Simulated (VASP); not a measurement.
NiGe15: single point with PBEsol+U

NiGe15:

```xyz
16
Lattice="0.0000 5.6575 5.6575 5.6575 0.0000 5.6575 5.6575 5.6575 0.0000" Properties=species:S:1:pos:R:3 pbc="T T T"
Ni    0.0000    5.6575    5.6575
Ge    2.8288    2.8288    0.0512
Ge    2.8288    0.0512    2.8288
Ge    5.6063    2.8288    2.8288
Ge    0.0512    2.8288    2.8288
Ge    2.8288    5.6063    2.8288
Ge    2.8288    2.8288    5.6063
Ge    5.6575    5.6575    5.6575
Ge    1.3089    1.3089    1.3089
Ge    4.3487    4.3487    1.3089
Ge    4.3487    1.3089    4.3487
Ge    7.0933    4.2218    4.2218
Ge    1.3089    4.3487    4.3487
Ge    4.2218    7.0933    4.2218
Ge    4.2218    4.2218    7.0933
Ge    7.0933    7.0933    7.0933
```

```
Program             : VASP 6.6.1
Task                : single point
Functional          : PBEsol
Potentials or basis : VASP PAW PBE potentials, release 64 (Ni, Ge_d)
Cutoff              : 520 eV
k mesh              : 3 × 3 × 3
Occupations         : gaussian, width 0.05 eV
Spin                : collinear spin, ferromagnetic start
Starting moments    : [4.0, 0.0, 0.0, 0.0, 0.0, 0.0, 0.0, 0.0, 0.0, 0.0, 0.0, 0.0, 0.0, 0.0, 0.0, 0.0] μB
Hubbard terms       : Ni d U = 7.0 eV
```

```yaml
Pressure: -1.9 GPa
Largest_force: 0.340 eV/Å
Band_gap_on_the_k_mesh: zero (filled and empty bands overlap)
Net_moment: 0.00 μB per cell
Valence_electrons_inside_the_program's_atomic_spheres: Ni 9.76; Ge 12.37, 12.36, 12.35, 12.38 (each value once)
```

Forces in eV/Å, atoms in the order of the input:
```
Ni   0.000  0.000  0.000
Ge   0.000  0.000  0.016
Ge   0.000  0.016  0.000
Ge  -0.016  0.000  0.000
Ge   0.016  0.000  0.000
Ge   0.000 -0.016  0.000
Ge   0.000  0.000 -0.016
Ge   0.000  0.000  0.000
Ge  -0.196 -0.196 -0.196
Ge   0.196  0.196 -0.196
Ge   0.196 -0.196  0.196
Ge   0.002 -0.002 -0.002
Ge  -0.196  0.196  0.196
Ge  -0.002  0.002 -0.002
Ge  -0.002 -0.002  0.002
Ge   0.002  0.002  0.002
```

Levels at points of the mesh, in eV from the Fermi level:
Spin up:
```csv
k point,band 105,band 106,band 107,band 108,band 109,band 110,band 111,band 112,band 113,band 114
"(0.00, 0.00, 0.00)",-0.33,-0.33,0.18,0.18,0.18,0.83,1.02,1.02,1.02,1.38
```
Spin down:
| k point | band 106 | band 107 | band 108 | band 109 | band 110 | band 111 | band 112 | band 113 |
| --- | --- | --- | --- | --- | --- | --- | --- | --- |
| (0.00, 0.00, 0.00) | -0.33 | 0.18 | 0.18 | 0.18 | 0.83 | 1.02 | 1.02 | 1.02 |

Eigenvalues of the final occupation matrices:
| site | spin | trace | eigenvalues |
| --- | --- | --- | --- |
| site 1 d | 1 | 4.44 | 0.87 0.87 0.87 0.92 0.92 |
| site 1 d | 2 | 4.44 | 0.87 0.87 0.87 0.92 0.92 |

Run time: 36 min on 1 thread of Oxide Virtual Turin-like Processor (shared host), peak memory 0.76 GiB.

Caveat: the moments typed at the start vanished in this run; the PAW data sets were made with another functional, which shifts forces and pressure a little; the U is typed as a test and isn't derived for this compound. The state reached can hang on the start; a lower one may exist.
